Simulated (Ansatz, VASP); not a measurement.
**KTe4 in VASP and in Ansatz**

```
K Te
1.0
     3.03691    1.75336    6.19906
    -3.03691    1.75336    6.19906
     0.00000   -3.50672    6.19906
K Te
1 4
Direct
  0.50000 0.50000 0.50000
  0.30000 0.30000 0.30000
  0.10000 0.10000 0.10000
  0.90000 0.90000 0.90000
  0.70000 0.70000 0.70000
```

Alike in both runs: task relaxation of cell and atoms; functional PBE; k mesh 3 × 3 × 3; occupations gaussian, width 0.1 eV; no spin polarisation.

|  | VASP | Ansatz |
| --- | --- | --- |
| version | VASP 6.6.1 | Ansatz 0.2.0 |
| potentials or method | VASP PAW PBE potentials, release 64 (K_sv, Te), cutoff 500 eV | scalar-relativistic, plane waves, PAW |
| valence electrons in the cell | 33 | 73 |

```tsv
	VASP	Ansatz	Ansatz less VASP
gap on the k mesh at the Fermi level, each at its own relaxed structure (eV)	none	none	-
relaxed volume (Å³/atom)	31.80	32.02	+0.216
relaxed cell length with the largest relative difference (Å)	6.518	6.539	+0.0206
```

A gap of «none» marks a metal or a gap that the smearing closes. VASP's potentials hold 33 valence electrons a cell and Ansatz's 73, so a difference there can come from the potentials and not from the codes.

The k mesh is coarse, so the values compare programs but aren't converged. Spin-orbit coupling is off throughout. Noted on VASP's run: the volume moved by over 15 % at a fixed basis, so the end points are rough.
